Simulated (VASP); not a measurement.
A run of VASP 6.6.1:

INCAR

```
SYSTEM = Ti3HN3
PREC = Accurate
ENCUT = 520
EDIFF = 1E-7
ISMEAR = 0
SIGMA = 0.1
LREAL = .False.
LASPH = .True.
NELM = 60
ALGO = Normal
ISIF = 2
LWAVE = .False.
LCHARG = .False.
LDIPOL = .True.
IDIPOL = 3
DIPOL = 0.5 0.5 0.331
GGA = PE
IBRION = 2
NSW = 36
EDIFFG = -0.025
```

Contents of KPOINTS:

```
Automatic mesh
0
Gamma
  9 9 1
  0 0 0
```

POSCAR

```
Ti3HN3
1.0
    3.0028555065      0.0000000000      0.0000000000
    0.0000000000      3.0028555065      0.0000000000
    0.0000000000      0.0000000000     19.7584945265
Ti N H
3 3 1
Selective dynamics
Direct
    0.5000000000      0.5000000000      0.2024445736  F F F
    0.0000000000      0.0000000000      0.3072496201  F F F
    0.5000000000      0.5000000000      0.4076776418  F F F
    0.0000000000      0.0000000000      0.2024445736  F F F
    0.5000000000      0.5000000000      0.3055678856  F F F
    0.0000000000      0.0000000000      0.4179718508  F F F
    0.0000000000      0.3750000000      0.4727365233  F F T
```

Potentials or basis: VASP PAW PBE potentials, release 64 (Ti_sv, N, H).

Launch:

```bash
$ cat potpaw_PBE.64/Ti_sv/POTCAR potpaw_PBE.64/N/POTCAR potpaw_PBE.64/H/POTCAR > POTCAR
$ mpirun -np 1 vasp_std > vasp.out
```

Hardware: 1 thread of Intel(R) Xeon(R) Platinum 8488C (Sapphire Rapids), on a shared host.

Question: Estimate the wall time of this run.

Answer: It took 7.5 min on 1 thread of Intel(R) Xeon(R) Platinum 8488C (Sapphire Rapids), on a shared host, peak memory 0.36 GiB. Counts: scf iterations 72, k points 25, ion steps 4.
